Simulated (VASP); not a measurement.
# SnSe (Fm-3m) in VASP: further runs, part 2 of 2

VASP 6.6.1.

### Step 4. Single point, PBEsol

This run uses another cell than the first one, of 29.45 Å³/atom, 1.052 times its volume.

INCAR reads:

```
SYSTEM = SnSe
PREC = Accurate
ENCUT = 500
EDIFF = 1E-6
ISMEAR = 0
SIGMA = 0.01
LREAL = .False.
LASPH = .True.
NELM = 120
ALGO = Normal
ISIF = 2
LWAVE = .False.
LCHARG = .True.
GGA = PS
LELF = .True.
LVHAR = .True.
NBANDS = 17
GGA_COMPAT = .False.
```

KPOINTS reads:

```
Automatic mesh
0
Gamma
  6 6 6
  0 0 0
```

POSCAR reads:

```
SnSe
1.0
    0.0000000000      3.0882165597      3.0882165597
    3.0882165597      0.0000000000      3.0882165597
    3.0882165597      3.0882165597      0.0000000000
Sn Se
1 1
Direct
    0.0000000000      0.0000000000      0.0000000000
    0.5000000000      0.5000000000      0.5000000000
```

Potentials or basis: VASP PAW PBE potentials, release 64 (Sn_d, Se).

Run with:

```console
$ cat potpaw_PBE.64/Sn_d/POTCAR potpaw_PBE.64/Se/POTCAR > POTCAR
$ mpirun -np 1 vasp_std > vasp.out
```

OUTCAR:

```text
SYSTEM = SnSe
   PREC = Accurate
   ENCUT = 500
   EDIFF = 1E-6
   ISMEAR = 0
   LREAL = .False.
   LASPH = .True.
   NELM = 120
   ISIF = 2
   GGA = PS

 ion  position               nearest neighbor table
   1  0.000  0.000  0.000-   2 3.09   2 3.09   2 3.09   2 3.09   2 3.09   2 3.09
   2  0.500  0.500  0.500-   1 3.09   1 3.09   1 3.09   1 3.09   1 3.09   1 3.09

  LATTYP: Found a face centered cubic cell.
 ALAT       =     6.1764331194

  Lattice vectors:

 A1 = (   0.0000000000,   3.0882165597,   3.0882165597)
 A2 = (   3.0882165597,   0.0000000000,   3.0882165597)
 A3 = (   3.0882165597,   3.0882165597,   0.0000000000)

Analysis of symmetry for initial positions (statically):
[... 5 lines left out ...]
 face centered cubic supercell.

 Subroutine GETGRP returns: Found 48 space group operations
 (whereof 48 operations were pure point group operations)
 out of a pool of 48 trial point group operations.

The static configuration has the point symmetry O_h .

Analysis of symmetry for dynamics (positions and initial velocities):
[... 5 lines left out ...]
 face centered cubic supercell.

 Subroutine GETGRP returns: Found 48 space group operations
 (whereof 48 operations were pure point group operations)
 out of a pool of 48 trial point group operations.

[... 138 lines left out ...]

 E-fermi :   4.6291     XC(G=0):  -9.4390

 val. band max:        4.5831821235   @ k =   0.5000   0.0000   0.0000
 cond. band min:       4.9164346849   @ k =   0.5000   0.0000   0.0000
 fundamental gap:      0.3332525614
 Fermi energy:         4.6291122938

 k-point     1 :       0.0000    0.0000    0.0000
  band No.  band energies     occupation
      1     -16.8994      2.00000
      2     -16.8994      2.00000
      3     -16.8994      2.00000
      4     -16.8962      2.00000
      5     -16.8962      2.00000
      6      -8.7783      2.00000
[... 297 lines left out ...]
      4     -16.8911      2.00000
      5     -16.8866      2.00000
      6      -7.7677      2.00000
[... 9 lines left out ...]
     16      15.3191      0.00000
     17      17.1245      0.00000

------------------------ aborting loop because EDIFF is reached ----------------------------------------

  FORCE on cell =-STRESS in cart. coord.  units (eV):
  Direction    XX          YY          ZZ          XY          YZ          ZX
  --------------------------------------------------------------------------------------
  -------------------------------------------------------------------------------------
  Total       -1.9359125     -1.9359125     -1.9359125     -0.0000000     -0.0000000      0.0000000
  in kB      -52.6554183    -52.6554183    -52.6554183     -0.0000000     -0.0000000      0.0000000
  external PRESSURE =     -52.6554183 kB  Pullay stress =       0.0000000 kB

 VOLUME and BASIS-vectors are now :
 -----------------------------------------------------------------------------
  energy-cutoff  :      500.00
  volume of cell :       58.91
      direct lattice vectors                 reciprocal lattice vectors
     0.000000000  3.088216560  3.088216560    -0.161905744  0.161905744  0.161905744
     3.088216560  0.000000000  3.088216560     0.161905744 -0.161905744  0.161905744
     3.088216560  3.088216560  0.000000000     0.161905744  0.161905744 -0.161905744

 POSITION                                       TOTAL-FORCE (eV/Angst)
 -----------------------------------------------------------------------------------
      0.00000      0.00000      0.00000        -0.000000     -0.000000     -0.000000
      3.08822      3.08822      3.08822         0.000000      0.000000      0.000000
 -----------------------------------------------------------------------------------
    total drift:                                0.000000     -0.000000     -0.000000

  FREE ENERGIE OF THE ION-ELECTRON SYSTEM (eV)
  ---------------------------------------------------
  free  energy   TOTEN  =        -8.8882750990 eV

  energy  without entropy=       -8.8882750990  energy(sigma->0) =       -8.88827510
```

stdout:

```text
POSCAR found type information on POSCAR SnSe
 POSCAR found :  2 types and       2 ions
 scaLAPACK will be used
 -----------------------------------------------------------------------------
|                                                                             |
|                                                                             |
|     You enforced a specific xc type in the INCAR file but a different       |
|     I HOPE YOU KNOW WHAT YOU ARE DOING!                                     |
|                                                                             |
 -----------------------------------------------------------------------------

 LDA part: xc-table for (Slater+PW92), standard interpolation
 POSCAR, INCAR and KPOINTS ok, starting setup
 FFT: planning ... GRIDC
 FFT: planning ... GRID_SOFT
 FFT: planning ... GRID
 WAVECAR not read
 entering main loop
```

Run time: 27 s. Hardware: 1 thread of Intel Xeon 8259CL, shared host; peak memory 0.17 GiB.

Results:

```
Free energy            : -8.8883 eV
Pressure               : -5.3 GPa
Band gap on the k mesh : 0.33 eV, direct
```

Caveat: the PAW data sets were made with another functional, which shifts forces and pressure a little; spin-orbit coupling is left out, which moves the levels of the heavy elements. A k mesh can miss the band edges.

### Step 5. Overview

```tsv
cell	gap on the mesh (eV)	pressure (GPa)
a = 4.294 Å, angles 60.0°, 2 atoms	0.53	-3.4
a = 4.331 Å, angles 60.0°, 2 atoms	0.43	-4.4
a = 4.367 Å, angles 60.0°, 2 atoms	0.33	-5.3
```

Alike in all rows: task single point; level PBEsol; potentials or basis VASP PAW PBE potentials, release 64 (Sn_d, Se); no spin polarisation; k mesh 6 × 6 × 6; cutoff (eV) 500; smearing gaussian 0.01 eV.

Caveats: the PAW data sets were made with another functional, which shifts forces and pressure a little; spin-orbit coupling is left out, which moves the levels of the heavy elements.

Absolute energies hang on the potentials; compare differences alone.
